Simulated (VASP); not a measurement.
# BeS (F-43m) in VASP: notebook

BeS is run at these levels: r2SCAN; tasks: single point.

Program: VASP 6.6.1. These are calculated values, not measurements. Logs are shortened: lines on timing, memory, paths and dates and some standing lists are left out, and cuts for length are marked.

## 1. The cell of the first run

The structure is cubic, space group F-43m (No. 216). The conventional cell has a = 4.966 Å, b = 4.966 Å, c = 4.966 Å, α = 90.00°, β = 90.00°, γ = 90.00°. Within 2.8 Å of Be (site symmetry -43m) lie 4 S at 2.15 Å. Within 2.8 Å of S (site symmetry -43m) lie 4 Be at 2.15 Å.

## 2. Single point, r2SCAN (strain +2.0%)

The input, POSCAR:

```
BeS
1.0
    0.0000000000      2.4829923550      2.4829923550
    2.4829923550      0.0000000000      2.4829923550
    2.4829923550      2.4829923550      0.0000000000
Be S
1 1
Direct
    0.0000000000      0.0000000000      0.0000000000
    0.2500000000      0.2500000000      0.2500000000
```

The input, INCAR.step1:

```
ALGO     = Normal         # electronic algorithm
EDIFF    = 1E-4           # SCF threshold, eV
ENCUT    = 520            # plane-wave cutoff, eV
GGA      = PE             # functional
ISMEAR   = 0              # smearing method
LASPH    = True           # aspherical terms in the spheres
LCHARG   = False          # write CHGCAR
LREAL    = False          # projectors in reciprocal space
LWAVE    = True           # write WAVECAR
NBANDS   = 11             # bands
NELM     = 80             # most SCF steps
PREC     = Accurate       # precision mode
SIGMA    = 0.01           # smearing width, eV
```

The input, INCAR.step2:

```
ALGO     = Normal         # electronic algorithm
EDIFF    = 1E-7           # SCF threshold, eV
ENCUT    = 520            # plane-wave cutoff, eV
ISIF     = 2              # what is computed and relaxed
ISMEAR   = 0              # smearing method
ISTART   = 1            
LASPH    = True           # aspherical terms in the spheres
LCHARG   = False          # write CHGCAR
LMIXTAU  = True         
LREAL    = False          # projectors in reciprocal space
LWAVE    = False          # write WAVECAR
METAGGA  = R2SCAN         # meta-GGA
NBANDS   = 11             # bands
NELM     = 80             # most SCF steps
PREC     = Accurate       # precision mode
SIGMA    = 0.01           # smearing width, eV
```

The input, KPOINTS:

```
k-points
0
Gamma
  10 10 10
```

Potentials or basis: VASP PAW PBE potentials, release 64 (Be, S).

On the command line:

```console
cat potpaw_PBE.64/Be/POTCAR potpaw_PBE.64/S/POTCAR > POTCAR
cp INCAR.step1 INCAR
mpirun -np 1 vasp_std > vasp.out
cp INCAR.step2 INCAR
mpirun -np 1 vasp_std > vasp.out
```

OUTCAR:

```text
EDIFF = 1E-7
   ENCUT = 520
   ISIF = 2
   ISMEAR = 0
   ISTART = 1
   LASPH = True
   LREAL = False
   METAGGA = R2SCAN
   NELM = 80
   PREC = Accurate

 ion  position               nearest neighbor table
   1  0.000  0.000  0.000-   2 2.15   2 2.15   2 2.15   2 2.15
   2  0.250  0.250  0.250-   1 2.15   1 2.15   1 2.15   1 2.15

  LATTYP: Found a face centered cubic cell.
 ALAT       =     4.9659847100

  Lattice vectors:

 A1 = (   0.0000000000,   2.4829923550,   2.4829923550)
 A2 = (   2.4829923550,   0.0000000000,   2.4829923550)
 A3 = (   2.4829923550,   2.4829923550,   0.0000000000)

Analysis of symmetry for initial positions (statically):
=====================================================================
 Subroutine PRICEL returns:
 Original cell was already a primitive cell.

 Routine SETGRP: Setting up the symmetry group for a
 face centered cubic supercell.

 Subroutine GETGRP returns: Found 24 space group operations
 (whereof 24 operations were pure point group operations)
 out of a pool of 48 trial point group operations.

The static configuration has the point symmetry T_d .

Analysis of symmetry for dynamics (positions and initial velocities):
=====================================================================
 Subroutine PRICEL returns:
 Original cell was already a primitive cell.

 Routine SETGRP: Setting up the symmetry group for a
 face centered cubic supercell.

 Subroutine GETGRP returns: Found 24 space group operations
 (whereof 24 operations were pure point group operations)
 out of a pool of 48 trial point group operations.

The dynamic configuration has the point symmetry T_d .

 Subroutine INISYM returns: Found 24 space group operations
 (whereof 24 operations are pure point group operations),
 and found     1 'primitive' translations

----------------------------------------------------------------------------------------

                                     Primitive cell

  volume of cell :      30.6165

  direct lattice vectors                    reciprocal lattice vectors
     0.000000000  2.482992355  2.482992355    -0.201369931  0.201369931  0.201369931
     2.482992355  0.000000000  2.482992355     0.201369931 -0.201369931  0.201369931
     2.482992355  2.482992355  0.000000000     0.201369931  0.201369931 -0.201369931

  length of vectors
     3.511481464  3.511481464  3.511481464     0.348782952  0.348782952  0.348782952

  position of ions in fractional coordinates (direct lattice)
     0.000000000  0.000000000  0.000000000
[... 81 lines left out ...]
   NSW    =      0    number of steps for IOM
   IBRION =     -1    ionic relax: 0-MD 1-quasi-New 2-CG
   NFREE  =      0    steps in history (QN), initial steepest desc. (CG)
   ISIF   =      2    stress and relaxation
   ISYM   =      2    0-nonsym 1-usesym 2-fastsym
   POTIM  = 0.5000    time-step for ionic-motion
   TEBEG  =    0.0;   TEEND  =   0.0 temperature during run
   PSTRESS=    0.0 pullay stress
   NELECT =       8.0000    total number of electrons
   NUPDOWN=      -1.0000    fix difference up-down
   EMIN   =  10.00;   EMAX   =-10.00  energy-range for DOS
   EFERMI =   0.00;   METHOD = LEGACY
   ISMEAR =     0;   SIGMA  =   0.01  broadening in eV -4-tet -1-fermi 0-gaus
   EFERMI_NEDOS =   21; number of points for ismear=-14 and -15
   IALGO  =     38    algorithm
   IMIX   =      4    mixing-type and parameters
     AMIX     =   0.40;   BMIX     =  1.00
     AMIX_MAG =   1.60;   BMIX_MAG =  1.00
  volume/ion in A,a.u.               =      15.31       103.31
  Fermi-wavevector in a.u.,A,eV,Ry     =   1.046613  1.977812 14.903804  1.095399
  Thomas-Fermi vector in A             =   2.181458
   LORBIT       =      0    0 simple, 1 ext, 2 COOP (PROOUT), +10 PAW based schemes
   METAGGA = R2SCAN    functional components
   LHFCALC =     F    Hartree Fock is set to
   AEXX    =    0.0000 exact exchange contribution
   IVDW    =     0    specifies the selected vdW correction
   LEPSILON=     F    determine dielectric tensor
   LRPA    =     F    only Hartree local field effects (RPA)
 non-spin polarized calculation
 Gauss-broadening in eV      SIGMA  =   0.01
  energy-cutoff  :      520.00
  volume of cell :       30.62
 maximum number of plane-waves:       869
 NGX is ok and might be reduce to    28
   NGX = 13   NGY = 13   NGZ = 13

 number of electron       8.0000001 magnetization

 Free energy of the ion-electron system (eV)
  ---------------------------------------------------
  ext. energy  EPLUGINS =         0.00000000
  ---------------------------------------------------
  free energy    TOTEN  =       -14.75986442 eV

  energy without entropy =      -14.75986442  energy(sigma->0) =      -14.75986442

 E-fermi :   3.3670     XC(G=0):  -9.8792

 val. band max:        3.2549884202   @ k =   0.0000   0.0000   0.0000
 cond. band min:       6.9752794493   @ k =   0.5000   0.5000   0.0000
 fundamental gap:      3.7202910291
 Fermi energy:         3.3670086200

 k-point     1 :       0.0000    0.0000    0.0000
  band No.  band energies     occupation
      1     -10.5683      2.00000
      2       3.2550      2.00000
      3       3.2550      2.00000
      4       3.2550      2.00000
      5       9.3182      0.00000
      6       9.5426      0.00000
      7       9.5426      0.00000
      8       9.5426      0.00000
      9      16.5409      0.00000
     10      16.5409      0.00000
     11      18.5711      0.00000
[... 309 lines left out ...]
 k-point    24 :       0.4000    0.3000    0.0000
  band No.  band energies     occupation
      1      -9.0818      2.00000
      2      -0.7609      2.00000
      3       0.9754      2.00000
      4       1.2186      2.00000
      5       7.9013      0.00000
      6       9.6148      0.00000
      7      13.8536      0.00000
      8      14.0328      0.00000
      9      17.2995      0.00000
     10      19.0777      0.00000
     11      20.5549      0.00000

 [... further k-points ...]
[... 5 lines left out ...]
  --------------------------------------------------------------------------------------
  -------------------------------------------------------------------------------------
  Total       -0.9503798     -0.9503798     -0.9503798      0.0000000      0.0000000      0.0000000
  in kB      -49.7337985    -49.7337985    -49.7337985      0.0000000      0.0000000      0.0000000
  external PRESSURE =     -49.7337985 kB  Pullay stress =       0.0000000 kB

 VOLUME and BASIS-vectors are now :
 -----------------------------------------------------------------------------
  energy-cutoff  :      520.00
  volume of cell :       30.62
      direct lattice vectors                 reciprocal lattice vectors
     0.000000000  2.482992355  2.482992355    -0.201369931  0.201369931  0.201369931
     2.482992355  0.000000000  2.482992355     0.201369931 -0.201369931  0.201369931
     2.482992355  2.482992355  0.000000000     0.201369931  0.201369931 -0.201369931

 POSITION                                       TOTAL-FORCE (eV/Angst)
 -----------------------------------------------------------------------------------
      0.00000      0.00000      0.00000        -0.000000     -0.000000      0.000000
      1.24150      1.24150      1.24150         0.000000      0.000000     -0.000000
 -----------------------------------------------------------------------------------
    total drift:                                0.000000      0.000000      0.000000

  FREE ENERGIE OF THE ION-ELECTRON SYSTEM (eV)
  ---------------------------------------------------
  free  energy   TOTEN  =       -14.7598644244 eV

  energy  without entropy=      -14.7598644244  energy(sigma->0) =      -14.75986442
```

OSZICAR.step1:

```text
N       E                     dE             d eps       ncg     rms          rms(c)
DAV:   1     0.217015368658E+02    0.21702E+02   -0.39156E+03  1042   0.622E+02
DAV:   2    -0.872681985709E+01   -0.30428E+02   -0.28593E+02  1343   0.113E+02
DAV:   3    -0.101227803428E+02   -0.13960E+01   -0.13926E+01  1379   0.248E+01
DAV:   4    -0.101320118880E+02   -0.92315E-02   -0.92301E-02  1255   0.227E+00
DAV:   5    -0.101320982721E+02   -0.86384E-04   -0.86383E-04  1331   0.227E-01    0.514E+00
DAV:   6    -0.100169713829E+02    0.11513E+00   -0.13309E-01  1171   0.163E+00    0.352E+00
DAV:   7    -0.998796805462E+01    0.29003E-01   -0.93752E-02  1245   0.157E+00    0.109E+00
DAV:   8    -0.998940574313E+01   -0.14377E-02   -0.68284E-03  1382   0.404E-01    0.110E-01
DAV:   9    -0.998948371176E+01   -0.77969E-04   -0.47966E-04  1290   0.137E-01
   1 F= -.99894837E+01 E0= -.99894837E+01  d E =-.278204E-75
```

It took 2.2 min on 1 thread of AMD EPYC 7R13 (Zen 3), shared host; peak memory 0.13 GiB.

Results:

* Free energy: -14.7599 eV
* Pressure: -5.0 GPa
* Band gap on the k mesh: 3.72 eV, indirect (least direct gap 6.06 eV)

Caveat: the cell differs from its parent crystal (strain +2.0%); the PAW data sets were made with another functional, which shifts forces and pressure a little.

## 3. Single point, r2SCAN (strain +3.0%)

The input, POSCAR:

```
BeS
1.0
    0.0000000000      2.5073354173      2.5073354173
    2.5073354173      0.0000000000      2.5073354173
    2.5073354173      2.5073354173      0.0000000000
Be S
1 1
Direct
    0.0000000000      0.0000000000      0.0000000000
    0.2500000000      0.2500000000      0.2500000000
```

The input, INCAR.step1:

```
SYSTEM = BeS
ALGO     = Normal         ! electronic algorithm
EDIFF    = 1E-4           ! SCF threshold, eV
ENCUT    = 520            ! plane-wave cutoff, eV
GGA      = PE             ! functional
ISMEAR   = 0              ! smearing method
LASPH    = .True.         ! aspherical terms in the spheres
LCHARG   = .False.        ! write CHGCAR
LREAL    = .False.        ! projectors in reciprocal space
LWAVE    = .True.         ! write WAVECAR
NBANDS   = 11             ! bands
NELM     = 60             ! most SCF steps
PREC     = Accurate       ! precision mode
SIGMA    = 0.01           ! smearing width, eV
```

The input, INCAR.step2:

```
SYSTEM = BeS
ALGO     = Normal         ! electronic algorithm
EDIFF    = 1E-6           ! SCF threshold, eV
ENCUT    = 520            ! plane-wave cutoff, eV
ISIF     = 2              ! what is computed and relaxed
ISMEAR   = 0              ! smearing method
ISTART   = 1            
LASPH    = .True.         ! aspherical terms in the spheres
LCHARG   = .False.        ! write CHGCAR
LMIXTAU  = .True.       
LREAL    = .False.        ! projectors in reciprocal space
LWAVE    = .False.        ! write WAVECAR
METAGGA  = R2SCAN         ! meta-GGA
NBANDS   = 11             ! bands
NELM     = 60             ! most SCF steps
PREC     = Accurate       ! precision mode
SIGMA    = 0.01           ! smearing width, eV
```

The input, KPOINTS:

```
k-points
0
Gamma
  10 10 10
  0 0 0
```

Potentials or basis: VASP PAW PBE potentials, release 64 (Be, S).

On the command line:

```console
cat potpaw_PBE.64/Be/POTCAR potpaw_PBE.64/S/POTCAR > POTCAR
cp INCAR.step1 INCAR
mpirun -np 1 vasp_std > vasp.out
cp INCAR.step2 INCAR
mpirun -np 1 vasp_std > vasp.out
```

Wall time 97 s (1 thread of AMD EPYC 7R13 (Zen 3), shared host); peak memory 0.13 GiB.

The run converged. Its results:

- Free energy: -14.7256 eV
- Pressure: -7.2 GPa
- Band gap on the k mesh: 3.77 eV, indirect (least direct gap 5.81 eV)

Levels at points of the mesh, in eV from the valence-band top:
| k point | band 2 | band 3 | band 4 | band 5 | band 6 | band 7 |
| --- | --- | --- | --- | --- | --- | --- |
| (0.00, 0.00, 0.00) | 0.00 | 0.00 | 0.00 | 5.81 | 6.29 | 6.29 |
| (0.50, 0.00, 0.00) | -5.33 | -0.92 | -0.92 | 5.72 | 7.16 | 7.16 |
| (0.50, 0.50, 0.00) | -4.68 | -2.38 | -2.38 | 3.77 | 5.44 | 13.05 |

Caveat: the cell differs from its parent crystal (strain +3.0%); the PAW data sets were made with another functional, which shifts forces and pressure a little. A k mesh can miss the band edges.

## 4. Single point, r2SCAN (strain +4.0%)

The input, POSCAR:

```
BeS
1.0
    0.0000000000      2.5316784796      2.5316784796
    2.5316784796      0.0000000000      2.5316784796
    2.5316784796      2.5316784796      0.0000000000
Be S
1 1
Direct
    0.0000000000      0.0000000000      0.0000000000
    0.2500000000      0.2500000000      0.2500000000
```

The input, INCAR.step1:

```
SYSTEM = BeS
  PREC = Accurate
  ENCUT = 520
  ISMEAR = 0
  SIGMA = 0.01
  LREAL = .False.
  LASPH = .True.
  NELM = 80
  NBANDS = 11
  GGA = PE
  ALGO = Normal
  EDIFF = 1E-4
  LWAVE = .True.
  LCHARG = .False.
```

The input, INCAR.step2:

```
SYSTEM = BeS
  PREC = Accurate
  ENCUT = 520
  EDIFF = 1E-6
  ISMEAR = 0
  SIGMA = 0.01
  LREAL = .False.
  LASPH = .True.
  NELM = 80
  ALGO = Normal
  ISIF = 2
  LWAVE = .False.
  LCHARG = .True.
  METAGGA = R2SCAN
  LMIXTAU = .True.
  LELF = .True.
  LVHAR = .True.
  NBANDS = 11
  ISTART = 1
```

The input, KPOINTS:

```
regular mesh
0
Gamma
  10 10 10
  0 0 0
```

On the command line:

```console
cat potpaw_PBE.64/Be/POTCAR potpaw_PBE.64/S/POTCAR > POTCAR
cp INCAR.step1 INCAR
mpirun -np 1 vasp_std > vasp.out
cp INCAR.step2 INCAR
mpirun -np 1 vasp_std > vasp.out
```

It used 74 s of CPU time on 1 thread of AMD EPYC 7R13 Processor (Zen 3), with other jobs on the host.

It converged, with:

* Free energy: -14.6787 eV
* Pressure: -9.1 GPa
* Band gap on the k mesh: 3.82 eV, indirect (least direct gap 5.57 eV)

Levels at points of the mesh, in eV from the valence-band top:
| k point | band 1 | band 2 | band 3 | band 4 | band 5 | band 6 | band 7 | band 8 |
| --- | --- | --- | --- | --- | --- | --- | --- | --- |
| (0.00, 0.00, 0.00) | -13.47 | 0.00 | 0.00 | 0.00 | 5.57 | 6.29 | 6.29 | 6.29 |
| (0.50, 0.00, 0.00) | -12.13 | -5.16 | -0.89 | -0.89 | 5.61 | 7.15 | 7.15 | 11.36 |
| (0.50, 0.50, 0.00) | -11.68 | -4.55 | -2.29 | -2.29 | 3.82 | 5.45 | 12.81 | 12.81 |

Caveat: the cell differs from its parent crystal (strain +4.0%); the PAW data sets were made with another functional, which shifts forces and pressure a little.

## 5. The runs side by side

```tsv
cell	gap on the mesh (eV)	pressure (GPa)
a = 3.511 Å, angles 60.0°, 2 atoms	3.72	-5.0
a = 3.546 Å, angles 60.0°, 2 atoms	3.77	-7.2
a = 3.580 Å, angles 60.0°, 2 atoms	3.82	-9.1
```

Alike in all rows: task single point; level r2SCAN; potentials or basis VASP PAW PBE potentials, release 64 (Be, S); no spin polarisation; k mesh 10 × 10 × 10; cutoff (eV) 520; smearing gaussian 0.01 eV.

Caveats: the PAW data sets were made with another functional, which shifts forces and pressure a little.

Total energies depend on the potentials used, so only differences within one code and one set of settings carry meaning.
